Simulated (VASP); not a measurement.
## H22CO11: single point with LDA

System: H22CO11.

```xyz
34
Lattice="6.6100 0.0000 0.0000 0.0000 6.6100 0.0000 0.0000 0.0000 6.6100" Properties=species:S:1:pos:R:3 pbc="T T T"
O     2.7679    4.9247    4.1251
O     1.8785    0.7536   -0.8754
O     6.4553    2.7012    0.1822
O     5.5220    4.0626    3.2284
O     6.3458    2.5763    5.0694
O     3.0455    1.4551    2.6311
O     4.0839    6.3470    2.4734
O    -0.2732    0.9231    2.3156
O     3.5897    2.1599    4.2864
O     1.3904    5.1380    2.1679
O     6.6275    5.4689    6.2112
H     5.2679    1.8484    1.8004
H     1.4837    4.1592    2.5891
H     2.2073    1.1215    1.5825
H     1.0190   -0.9711   -1.0743
H     7.0583    1.6615   -0.1520
H     6.0865    1.6914    1.4861
H     4.2854    3.7462    2.6460
H     4.7797    4.8844    4.1746
H     6.9503    1.6440    4.0212
H     8.6309   -0.0795    3.0106
H     1.0225   -0.1350    2.6491
H     1.7617    2.2155    4.6132
H     5.1545    5.4584    2.3342
H     3.9140    7.6748    3.7474
H    -1.0566    0.7499    2.8674
H    -0.2417   -3.7181    2.6532
H     4.2574    3.7404    6.8886
H     2.6943    2.4748    3.4156
H     2.2738    4.1121   -0.2929
H     2.1261    4.8673    1.1047
H     5.0334    4.9001    7.4564
H     4.5455    4.8922    5.2934
C     5.2861    4.9952    6.3345
```

```
Program                : VASP 6.6.1
Task                   : single point
Functional             : LDA
Potentials or basis    : VASP PAW LDA potentials, release 64 (O, H, C)
Cutoff                 : 520 eV
k mesh                 : 1 × 1 × 1
Occupations            : fermi-dirac, width 0.05 eV
Spin                   : no spin polarisation
Dipole correction      : no
Further INCAR settings : LREAL = Auto; ALGO = Normal; EDIFF = 1e-07; NBANDS = 69
```

The pressure is -15.8 GPa and the largest force is 8.024 eV/Å.

Forces on the atoms (eV/Å):
```
O    1.497 -0.169  0.951
O   -2.007  1.225 -0.281
O    1.566 -3.824 -2.212
O   -3.052 -1.403 -2.835
O    0.332  0.007 -1.286
O   -5.298 -0.819 -5.971
O    4.031 -2.889  0.468
O    3.746  0.001  0.219
O    0.180 -0.174  0.656
O    1.044 -2.450 -3.903
O   -3.243 -1.349 -0.066
H   -3.001  1.428  0.203
H   -0.078  2.517  0.253
H    2.289  1.032  1.957
H   -2.176  0.374  0.934
H    0.123  1.756  0.619
H    1.876 -0.300 -1.395
H    3.498  0.719  2.304
H   -0.269 -1.468 -1.776
H   -0.492  1.474  3.023
H    0.810 -0.075  0.537
H   -0.079 -0.541 -0.189
H    0.573 -2.137  1.902
H   -2.609  1.648  0.884
H   -1.265  2.333  1.442
H   -2.069 -1.267  0.751
H   -2.081  2.273  1.284
H   -0.063 -0.236 -0.696
H    2.167 -1.341  0.614
H    0.972  0.304  0.079
H   -1.892  0.595  1.875
H   -0.155  1.061 -0.971
H    0.607  0.445  2.467
C    4.517  1.250 -1.841
```

Stress tensor (GPa, compression positive):
```
-19.67   1.98   3.48
  1.98 -15.27  -3.75
  3.48  -3.75 -12.40
```

Levels at points of the mesh, in eV from the Fermi level:
| k point | band 42 | band 43 | band 44 | band 45 | band 46 | band 47 | band 48 | band 49 | band 50 | band 51 |
| --- | --- | --- | --- | --- | --- | --- | --- | --- | --- | --- |
| (0.00, 0.00, 0.00) | -0.62 | -0.32 | -0.20 | -0.11 | -0.05 | 0.03 | 0.31 | 0.51 | 1.11 | 1.63 |

Wall time 94 s on 1 thread of Intel Xeon 8259CL, with other jobs on the host, peak memory 0.26 GiB.

Caveat: the k points lie up to 0.95 Å⁻¹ apart, too coarse for converged energies, forces and pressures.
